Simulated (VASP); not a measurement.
The system is Si2W.

```
CELL_PARAMETERS angstrom
3.01943 0.05100 0.05968
0.08833 5.01664 0.02269
0.11833 0.02597 5.92078
ATOMIC_POSITIONS crystal
Si 0.51504 0.15507 0.65642
Si 0.99739 0.66399 0.66882
Si 0.02488 0.33267 0.34987
Si 0.47260 0.83448 0.32345
W 0.02006 0.00161 0.00337
W 0.47003 0.51217 0.99807
```

- Program: VASP 6.6.1
- Task: relaxation of cell and atoms
- Functional: PBE
- Potentials or basis: VASP PAW PBE potentials, release 64 (Si, W_sv)
- Cutoff: 600 eV
- k mesh: 8 × 4 × 4
- Occupations: gaussian, width 0.2 eV
- Spin: no spin polarisation

At the start: pressure -2.4 GPa; volume 14.94 Å³/atom.

Where does the relaxation end?

Over 17 steps the energy falls by 53.4 meV/atom and the volume is 14.76 Å³/atom (-1.2 %); space group P1 (No. 1, to 0.1 Å) before, P-3m1 (No. 164, to 0.1 Å).

Step by step:
| step | energy change (eV) | largest force (eV/Å) | pressure (GPa) | volume (Å³) |
| --- | --- | --- | --- | --- |
| 1 | 0.0000 | 1.2073 | -2.43 | 89.62 |
| 2 | -0.2035 | 0.6715 | 3.70 | 86.69 |
| 3 | -0.2036 | 0.6643 | 3.88 | 86.62 |
| 4 | -0.2544 | 0.8492 | -2.46 | 89.64 |
| 5 | -0.2657 | 0.6829 | -0.73 | 88.71 |
| 6 | -0.3014 | 0.2582 | -0.39 | 88.63 |
| 7 | -0.3033 | 0.2332 | -0.24 | 88.61 |
| 8 | -0.3117 | 0.1454 | 0.40 | 88.31 |
| 9 | -0.3131 | 0.1269 | 0.79 | 88.13 |
| 10 | -0.3173 | 0.0869 | -0.43 | 88.64 |
| 11 | -0.3173 | 0.0879 | -0.47 | 88.66 |
| 12 | -0.3192 | 0.0742 | 0.00 | 88.44 |
| 13 | -0.3193 | 0.0746 | 0.08 | 88.40 |
| 14 | -0.3200 | 0.0562 | 0.07 | 88.41 |
| 15 | -0.3204 | 0.0449 | 0.06 | 88.41 |
| 16 | -0.3206 | 0.0282 | -0.09 | 88.49 |
| 17 | -0.3207 | 0.0203 | -0.18 | 88.53 |

Final structure:
```
CELL_PARAMETERS angstrom
2.95694 0.00368 -0.00245
0.00266 5.10682 0.00560
-0.00367 0.00839 5.86292
ATOMIC_POSITIONS crystal
Si 0.49682 0.16764 0.66980
Si 0.99963 0.66729 0.66975
Si 0.00434 0.33248 0.33019
Si 0.49938 0.83252 0.33027
W 0.99918 0.00004 0.99990
W 0.50065 0.50003 0.00010
```
